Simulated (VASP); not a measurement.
**MgO (Periclase): single point with LDA**

Crystal: MgO (Periclase).

```
Mg O
1.0
     0.00000    2.10217    2.10217
     2.10217    0.00000    2.10217
     2.10217    2.10217    0.00000
Mg O
1 1
Direct
  0.00000 0.00000 0.00000
  0.50000 0.50000 0.50000
```

```
Program             : VASP 6.6.1
Task                : single point
Functional          : LDA
Potentials or basis : VASP PAW LDA potentials, release 64 (Mg, O)
Cutoff              : 600 eV
k mesh              : 8 × 8 × 8
Occupations         : gaussian, width 0.01 eV
Spin                : no spin polarisation
```

* Pressure: -7.2 GPa
* Band gap on the k mesh: 4.71 eV, direct

Levels at points of the mesh, in eV from the valence-band top:
```csv
k point,band 1,band 2,band 3,band 4,band 5,band 6,band 7,band 8,band 9
"(0.00, 0.00, 0.00)",-17.03,0.00,0.00,0.00,4.71,15.56,15.56,15.56,19.60
"(0.50, 0.00, 0.00)",-15.66,-4.72,-0.67,-0.67,7.77,12.46,16.06,16.06,20.64
"(0.50, 0.50, 0.00)",-15.39,-4.18,-1.38,-1.38,8.90,9.76,12.95,18.72,18.72
```

It took 3.9 s on 1 thread of AMD EPYC 9R45 96-Core Processor (Zen 5), with other jobs on the host, peak memory 0.1 GiB.
